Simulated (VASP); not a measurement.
The system is SnO2.

```
Sn O
1.0
     0.00000    2.57415    2.57415
     2.57415    0.00000    2.57415
     2.57415    2.57415    0.00000
Sn O
1 2
Direct
  0.00000 0.00000 0.00000
  0.75000 0.75000 0.75000
  0.25000 0.25000 0.25000
```

| Property | Result |
| --- | --- |
| Program | VASP 6.6.1 |
| Task | relaxation of cell and atoms |
| Functional | PBEsol |
| Dispersion | D3(BJ) |
| Potentials or basis | VASP PAW PBE potentials, release 64 (Sn_d, O) |
| Cutoff | 600 eV |
| k mesh | 9 × 9 × 9 |
| Occupations | fermi-dirac, width 0.05 eV |
| Spin | no spin polarisation |

At the start: pressure -9.6 GPa; volume 11.37 Å³/atom.

Question: Where does the relaxation end?

Answer: Over 3 steps the energy falls by 17.5 meV/atom and the volume is 10.82 Å³/atom (-4.9 %); space group Fm-3m (No. 225, to 0.05 Å).

Step by step:
```csv
step,energy change (eV),largest force (eV/Å),pressure (GPa),volume (Å³)
1,0.0000,0.0000,-9.56,34.11
2,0.0041,0.0000,12.14,30.87
3,-0.0524,0.0000,-0.09,32.46
```

Final structure:
```cif
data_structure
_symmetry_space_group_name_H-M 'P 1'
_symmetry_Int_Tables_number 1
_cell_length_a 3.5805
_cell_length_b 3.5805
_cell_length_c 3.5805
_cell_angle_alpha 60.000
_cell_angle_beta 60.000
_cell_angle_gamma 60.000
_cell_volume 32.46
loop_
_atom_site_label
_atom_site_type_symbol
_atom_site_fract_x
_atom_site_fract_y
_atom_site_fract_z
_atom_site_occupancy
Sn1 Sn 0.00000 0.00000 0.00000 1
O1 O 0.75000 0.75000 0.75000 1
O2 O 0.25000 0.25000 0.25000 1
```

Caveat: the PAW data sets were made with another functional, which shifts forces and pressure a little.
